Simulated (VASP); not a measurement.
Here is a VASP 6.6.1 calculation.

INCAR

```
PREC = Accurate
ENCUT = 600
EDIFF = 1E-7
ISMEAR = 0
SIGMA = 0.1
LREAL = False
LASPH = True
NELM = 60
ALGO = Normal
ISIF = 3
LWAVE = False
LCHARG = False
GGA = PE
IBRION = 2
NSW = 90
EDIFFG = -0.04
```

KPOINTS

```
regular mesh
0
Gamma
  6 6 6
```

Contents of POSCAR:

```
SrTi
1.0
    0.0000000000      2.8814527439      2.8814527439
    2.8814527439      0.0000000000      2.8814527439
    2.8814527439      2.8814527439      0.0000000000
Sr Ti
1 1
Direct
    0.0000000000      0.0000000000      0.0000000000
    0.5000000000      0.5000000000      0.5000000000
```

Potentials or basis: VASP PAW PBE potentials, release 64 (Sr_sv, Ti_sv).

Launch:

```bash
$ cat potpaw_PBE.64/Sr_sv/POTCAR potpaw_PBE.64/Ti_sv/POTCAR > POTCAR
$ mpirun -np 1 vasp_std > vasp.out
```

Predict the relaxed volume.

34.17 Å³/atom.

What does it give for the band gap on the k mesh?

Zero (bands 11 and 12 overlap by 0.61 eV).

Final structure:
```xyz
2
Lattice="0.0000 3.2449 3.2449 3.2449 0.0000 3.2449 3.2449 3.2449 0.0000" Properties=species:S:1:pos:R:3 pbc="T T T"
Sr    0.0000    3.2449    3.2449
Ti    3.2449    3.2449    3.2449
```

Caveat: the volume moved by over 15 % at a fixed basis, so the end points are rough.
